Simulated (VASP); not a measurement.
# CaO (Fm-3m) in VASP: further runs

Runs on CaO. Level: r2SCAN. Tasks: single point.

Everything below comes from runs of VASP 6.6.1. Logs are shortened: lines on timing, memory, paths and dates and some standing lists are left out, and cuts for length are marked.

## Step 1: The cell of the first run

Symmetry: Fm-3m, No. 225, cubic system. Conventional cell: a = 4.633 Å, b = 4.633 Å, c = 4.633 Å, α = 90.00°, β = 90.00°, γ = 90.00°. Ca (site symmetry m-3m) has 6 O at 2.32 Å within 3.1 Å. O (site symmetry m-3m) has 6 Ca at 2.32 Å within 3.1 Å.

## Step 2: Single point, r2SCAN

POSCAR

```
CaO
1.0
    2.3165967475      2.3165967475      0.0000000000
   -2.3165967475      2.3165967475      0.0000000000
    0.0000000000      2.3165967475      2.3165967475
Ca O
1 1
Direct
    0.0000000000      0.0000000000      0.0000000000
    0.5000000000      0.5000000000      0.0000000000
```

INCAR.step1

```
ALGO = Normal
EDIFF = 1E-4
ENCUT = 520
GGA = PE
ISMEAR = 0
LASPH = T
LCHARG = F
LREAL = F
LWAVE = T
NBANDS = 15
NELM = 60
PREC = Accurate
SIGMA = 0.01
```

INCAR.step2

```
ALGO = Normal
EDIFF = 1E-6
ENCUT = 520
ISIF = 2
ISMEAR = 0
ISTART = 1
LASPH = T
LCHARG = F
LMIXTAU = T
LREAL = F
LWAVE = F
METAGGA = R2SCAN
NBANDS = 15
NELM = 60
PREC = Accurate
SIGMA = 0.01
```

KPOINTS

```
k-points
0
Gamma
  8 8 8
```

Potentials or basis: VASP PAW PBE potentials, release 64 (Ca_sv, O).

Launch:

```console
$ cat potpaw_PBE.64/Ca_sv/POTCAR potpaw_PBE.64/O/POTCAR > POTCAR
$ cp INCAR.step1 INCAR
$ mpirun -np 1 vasp_std > vasp.out
$ cp INCAR.step2 INCAR
$ mpirun -np 1 vasp_std > vasp.out
```

OUTCAR:

```text
EDIFF = 1E-6
   ENCUT = 520
   ISIF = 2
   ISMEAR = 0
   ISTART = 1
   LASPH = T
   LREAL = F
   METAGGA = R2SCAN
   NELM = 60
   PREC = Accurate

 ion  position               nearest neighbor table
   1  0.000  0.000  0.000-   2 2.32   2 2.32   2 2.32   2 2.32   2 2.32   2 2.32
   2  0.500  0.500  0.000-   1 2.32   1 2.32   1 2.32   1 2.32   1 2.32   1 2.32

  LATTYP: Found a face centered cubic cell.
 ALAT       =     4.6331934950

  Lattice vectors:

 A1 = (   0.0000000000,   2.3165967475,   2.3165967475)
 A2 = (   2.3165967475,   0.0000000000,   2.3165967475)
 A3 = (   2.3165967475,   2.3165967475,   0.0000000000)

Analysis of symmetry for initial positions (statically):
=====================================================================
 Subroutine PRICEL returns:
 Original cell was already a primitive cell.

 Routine SETGRP: Setting up the symmetry group for a
 face centered cubic supercell.

 Subroutine GETGRP returns: Found 48 space group operations
 (whereof 48 operations were pure point group operations)
 out of a pool of 48 trial point group operations.

The static configuration has the point symmetry O_h .

Analysis of symmetry for dynamics (positions and initial velocities):
=====================================================================
 Subroutine PRICEL returns:
 Original cell was already a primitive cell.

 Routine SETGRP: Setting up the symmetry group for a
 face centered cubic supercell.

 Subroutine GETGRP returns: Found 48 space group operations
 (whereof 48 operations were pure point group operations)
 out of a pool of 48 trial point group operations.

The dynamic configuration has the point symmetry O_h .

 Subroutine INISYM returns: Found 48 space group operations
 (whereof 48 operations are pure point group operations),
 and found     1 'primitive' translations

----------------------------------------------------------------------------------------

                                     Primitive cell

  volume of cell :      24.8646

  direct lattice vectors                    reciprocal lattice vectors
     2.316596748  2.316596748  0.000000000     0.215833852  0.215833852 -0.215833852
    -2.316596748  2.316596748  0.000000000    -0.215833852  0.215833852 -0.215833852
     0.000000000  2.316596748  2.316596748     0.000000000  0.000000000  0.431667704

  length of vectors
     3.276162539  3.276162539  3.276162539     0.373835198  0.373835198  0.431667704

  position of ions in fractional coordinates (direct lattice)
     0.000000000  0.000000000  0.000000000
     0.500000000  0.500000000  0.000000000

  ion indices of the primitive-cell ions
   primitive index   ion index
[... 87 lines left out ...]
   EMIN   =  10.00;   EMAX   =-10.00  energy-range for DOS
   EFERMI =   0.00;   METHOD = LEGACY
   ISMEAR =     0;   SIGMA  =   0.01  broadening in eV -4-tet -1-fermi 0-gaus
   EFERMI_NEDOS =   21; number of points for ismear=-14 and -15
   IALGO  =     38    algorithm
   IMIX   =      4    mixing-type and parameters
     AMIX     =   0.40;   BMIX     =  1.00
     AMIX_MAG =   1.60;   BMIX_MAG =  1.00
  volume/ion in A,a.u.               =      12.43        83.90
  Fermi-wavevector in a.u.,A,eV,Ry     =   1.413365  2.670873 27.179013  1.997601
  Thomas-Fermi vector in A             =   2.535018
   LORBIT       =      0    0 simple, 1 ext, 2 COOP (PROOUT), +10 PAW based schemes
   METAGGA = R2SCAN    functional components
   LHFCALC =     F    Hartree Fock is set to
   AEXX    =    0.0000 exact exchange contribution
   IVDW    =     0    specifies the selected vdW correction
   LEPSILON=     F    determine dielectric tensor
   LRPA    =     F    only Hartree local field effects (RPA)
 non-spin polarized calculation
 Gauss-broadening in eV      SIGMA  =   0.01
  energy-cutoff  :      520.00
  volume of cell :       24.86
 maximum number of plane-waves:       692
   NGX = 13   NGY = 13   NGZ = 13

 number of electron      15.9999998 magnetization

 Free energy of the ion-electron system (eV)
  ---------------------------------------------------
  ext. energy  EPLUGINS =         0.00000000
  ---------------------------------------------------
  free energy    TOTEN  =       -19.31160698 eV

  energy without entropy =      -19.31160698  energy(sigma->0) =      -19.31160698

 E-fermi :   2.7582     XC(G=0): -11.6705

 val. band max:        2.6755997480   @ k =   0.0000   0.0000   0.0000
 cond. band min:       6.8028780047   @ k =   0.5000   0.5000   0.0000
 fundamental gap:      4.1272782567
 Fermi energy:         2.7582455946

 k-point     1 :       0.0000    0.0000    0.0000
  band No.  band energies     occupation
      1     -35.9429      2.00000
      2     -15.7357      2.00000
      3     -15.7356      2.00000
      4     -15.7356      2.00000
      5     -14.0122      2.00000
      6       2.6756      2.00000
      7       2.6756      2.00000
      8       2.6756      2.00000
      9       9.0962      0.00000
     10       9.7853      0.00000
     11       9.7853      0.00000
     12       9.7853      0.00000
     13      11.5815      0.00000
     14      11.5816      0.00000
[... 401 lines left out ...]
      2     -17.2190      2.00000
      3     -16.0754      2.00000
      4     -15.9132      2.00000
      5     -12.6054      2.00000
      6       0.4756      2.00000
      7       1.4508      2.00000
      8       1.4562      2.00000
      9      10.4985      0.00000
     10      10.5922      0.00000
     11      12.7913      0.00000
     12      13.2336      0.00000
     13      14.5735      0.00000
     14      16.5499      0.00000
     15      19.0994      0.00000

 [... further k-points ...]

------------------------ aborting loop because EDIFF is reached ----------------------------------------

  FORCE on cell =-STRESS in cart. coord.  units (eV):
  Direction    XX          YY          ZZ          XY          YZ          ZX
  --------------------------------------------------------------------------------------
  -------------------------------------------------------------------------------------
  Total        2.5882409      2.5882409      2.5882409      0.0000000     -0.0000000      0.0000000
  in kB      166.7761575    166.7761575    166.7761575      0.0000000     -0.0000000      0.0000000
  external PRESSURE =     166.7761575 kB  Pullay stress =       0.0000000 kB

 VOLUME and BASIS-vectors are now :
 -----------------------------------------------------------------------------
  energy-cutoff  :      520.00
  volume of cell :       24.86
      direct lattice vectors                 reciprocal lattice vectors
     2.316596748  2.316596748  0.000000000     0.215833852  0.215833852 -0.215833852
    -2.316596748  2.316596748  0.000000000    -0.215833852  0.215833852 -0.215833852
     0.000000000  2.316596748  2.316596748     0.000000000  0.000000000  0.431667704

 POSITION                                       TOTAL-FORCE (eV/Angst)
 -----------------------------------------------------------------------------------
      0.00000      0.00000      0.00000        -0.000000      0.000000      0.000000
      0.00000      2.31660      0.00000         0.000000     -0.000000      0.000000
 -----------------------------------------------------------------------------------
    total drift:                                0.000000     -0.000000     -0.000000

  FREE ENERGIE OF THE ION-ELECTRON SYSTEM (eV)
  ---------------------------------------------------
  free  energy   TOTEN  =       -19.3116069793 eV

  energy  without entropy=      -19.3116069793  energy(sigma->0) =      -19.31160698
```

Wall time 35 s (1 thread of Intel Xeon Platinum 8259CL at 2.50GHz (Skylake/Cascade Lake), shared host); peak memory 0.15 GiB.

Results:

```yaml
Free_energy: -19.3116 eV
Pressure: 16.7 GPa
Band_gap_on_the_k_mesh: 4.13 eV, indirect (least direct gap 4.46 eV)
```

Caveat: the PAW data sets were made with another functional, which shifts forces and pressure a little. A k mesh can miss the band edges.

## Step 3: Single point, r2SCAN

POSCAR is that of step 2.

INCAR.step1

```
SYSTEM = CaO
  ALGO = Normal
  EDIFF = 1E-4
  ENCUT = 520
  GGA = PE
  ISMEAR = 0
  LASPH = .True.
  LCHARG = .False.
  LREAL = .False.
  LWAVE = .True.
  NBANDS = 15
  NELM = 80
  PREC = Accurate
  SIGMA = 0.01
```

INCAR.step2

```
SYSTEM = CaO
  ALGO = Normal
  EDIFF = 1E-6
  ENCUT = 520
  ISIF = 2
  ISMEAR = 0
  ISTART = 1
  LASPH = .True.
  LCHARG = .True.
  LELF = .True.
  LMIXTAU = .True.
  LREAL = .False.
  LVHAR = .True.
  LWAVE = .False.
  METAGGA = R2SCAN
  NBANDS = 15
  NELM = 80
  PREC = Accurate
  SIGMA = 0.01
```

KPOINTS

```
k-points
0
Gamma
  8 8 8
  0 0 0
```

Potentials or basis: VASP PAW PBE potentials, release 64 (Ca_sv, O).

Launch:

```console
$ cat potpaw_PBE.64/Ca_sv/POTCAR potpaw_PBE.64/O/POTCAR > POTCAR
$ cp INCAR.step1 INCAR
$ mpirun -np 1 vasp_std > vasp.out
$ cp INCAR.step2 INCAR
$ mpirun -np 1 vasp_std > vasp.out
```

Run time: 33 s. Hardware: 1 thread of Intel Xeon Platinum 8259CL at 2.50GHz (Skylake/Cascade Lake), shared host; peak memory 0.15 GiB.

Results (log left out):

* Free energy: -19.3116 eV
* Pressure: 16.7 GPa
* Band gap on the k mesh: 4.13 eV, indirect (least direct gap 4.46 eV)

Levels at points of the mesh, in eV from the valence-band top:
```tsv
k point	band 5	band 6	band 7	band 8	band 9	band 10	band 11	band 12
(0.00, 0.00, 0.00)	-16.69	0.00	0.00	0.00	6.42	7.11	7.11	7.11
(0.50, 0.00, 0.00)	-14.83	-2.88	-1.44	-1.44	8.23	9.66	9.66	10.13
(0.50, 0.50, 0.00)	-16.50	-1.21	-0.34	-0.34	4.13	9.62	10.27	11.00
```

Caveat: the PAW data sets were made with another functional, which shifts forces and pressure a little.

## Step 4: Single point, r2SCAN

This run uses another cell than the first one, of 12.81 Å³/atom, 1.030 times its volume.

POSCAR

```
CaO
1.0
    2.3397942004      2.3397942004      0.0000000000
   -2.3397942004      2.3397942004      0.0000000000
    0.0000000000      2.3397942004      2.3397942004
Ca O
1 1
Direct
    0.0000000000      0.0000000000      0.0000000000
    0.5000000000      0.5000000000      0.0000000000
```

INCAR.step1

```
PREC = Accurate
ENCUT = 520
ISMEAR = 0
SIGMA = 0.01
LREAL = False
LASPH = True
NELM = 60
NBANDS = 15
GGA = PE
ALGO = Normal
EDIFF = 1E-4
LWAVE = True
LCHARG = False
```

INCAR.step2

```
PREC = Accurate
ENCUT = 520
EDIFF = 1E-7
ISMEAR = 0
SIGMA = 0.01
LREAL = False
LASPH = True
NELM = 60
ALGO = Normal
ISIF = 2
LWAVE = False
LCHARG = False
METAGGA = R2SCAN
LMIXTAU = True
NBANDS = 15
ISTART = 1
```

KPOINTS

```
regular mesh
0
Gamma
  8 8 8
```

Launch:

```console
$ cat potpaw_PBE.64/Ca_sv/POTCAR potpaw_PBE.64/O/POTCAR > POTCAR
$ cp INCAR.step1 INCAR
$ mpirun -np 1 vasp_std > vasp.out
$ cp INCAR.step2 INCAR
$ mpirun -np 1 vasp_std > vasp.out
```

Wall time 79 s (1 thread of Intel Xeon Platinum 8259CL at 2.50GHz (Skylake/Cascade Lake), shared host); peak memory 0.17 GiB.

The run converged. Its results:

```
Free energy            : -19.3786 eV
Pressure               : 11.5 GPa
Band gap on the k mesh : 4.15 eV, indirect (least direct gap 4.50 eV)
```

Levels at points of the mesh, in eV from the valence-band top:
```tsv
k point	band 4	band 5	band 6	band 7	band 8	band 9	band 10	band 11	band 12	band 13
(0.00, 0.00, 0.00)	-18.55	-16.63	0.00	0.00	0.00	6.14	7.04	7.04	7.04	8.78
(0.50, 0.00, 0.00)	-18.62	-14.95	-2.80	-1.37	-1.37	8.09	9.50	9.50	9.87	11.89
(0.50, 0.50, 0.00)	-18.85	-16.43	-1.24	-0.35	-0.35	4.15	9.38	10.09	10.79	10.79
```

Caveat: the PAW data sets were made with another functional, which shifts forces and pressure a little.
